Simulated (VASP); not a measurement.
Runs of VASP 6.6.1 on GaP. The structure is that of space group F-43m (No. 216), or close to it. The cells are those of the table. 

```csv
task,cell,cutoff (eV),gap on the mesh (eV),pressure (GPa)
relaxation of cell and atoms,"relaxed to 4 GPa from a = 3.854 Å, angles 60.0°, 2 atoms",600,1.82,4.0
relaxation of cell and atoms,"relaxed to 7 GPa from a = 3.854 Å, angles 60.0°, 2 atoms",600,1.76,7.0
relaxation of cell and atoms,"relaxed to 2 GPa from a = 3.854 Å, angles 60.0°, 2 atoms",600,1.87,2.0
single point,"a = 3.692 Å, angles 60.0°, 2 atoms",520,(a),(b)
single point,"a = 3.827 Å, angles 60.0°, 2 atoms",520,1.87,2.0
relaxation of cell and atoms,"relaxed to 10 GPa from a = 3.854 Å, angles 60.0°, 2 atoms",600,1.71,10.0
relaxation of cell and atoms,"relaxed to 1 GPa from a = 3.854 Å, angles 60.0°, 2 atoms",600,1.88,1.0
single point,"a = 3.737 Å, angles 60.0°, 2 atoms",520,1.71,9.9
```

Alike in all rows: level r2SCAN; potentials or basis VASP PAW PBE potentials, release 64 (Ga_d, P); no spin polarisation; k mesh 8 × 8 × 8; smearing gaussian 0.01 eV.

Q: Fill in the values left out.

A: (a) 1.61; (b) 15.0.

Caveats: the PAW data sets were made with another functional, which shifts forces and pressure a little; the cell is relaxed towards a set pressure, so the run minimises the enthalpy, not the energy (at least some runs); the cell stands under pressure (at least some runs).

A k mesh can miss the band edges, and the runs leave out spin-orbit coupling on Ga.
